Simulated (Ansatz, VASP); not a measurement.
As: VASP beside Ansatz

```
As
1.0
     3.61200    0.00000    0.00000
    -1.80600    3.12808    0.00000
     0.00000    0.00000   28.00000
As
2
Direct
  0.33333 0.66667 0.51064
  0.66667 0.33333 0.48936
```

Alike in both runs: task single point; functional PBE; k mesh 9 × 9 × 1; occupations gaussian, width 0.02 eV; no spin polarisation.

```csv
,VASP,Ansatz
version,VASP 6.6.1,Ansatz 0.2.0
potentials or method,"VASP PAW PBE potentials, release 64 (As), cutoff 520 eV","scalar-relativistic, plane waves, PAW"
valence electrons in the cell,10,30
```

Ansatz gave:

| Item | Value |
| --- | --- |
| gap on the k mesh at the Fermi level (eV) | none |
| rms of the force components (eV/Å) | 2.794 |
| work function, face that differs most (eV) | 4.00 |

Question: What did VASP give for the same quantities?

Answer: gap on the k mesh at the Fermi level (eV): none; rms of the force components (eV/Å): 2.826; work function, face that differs most (eV): 3.99.

Atom by atom the forces differ by 0.032 eV/Å (rms over components). A gap of «none» marks a metal or a gap that the smearing closes. The functional is the same, so the differences come from potentials, cutoffs and numerics. VASP's potentials hold 10 valence electrons a cell and Ansatz's 30, so a difference there can come from the potentials and not from the codes.
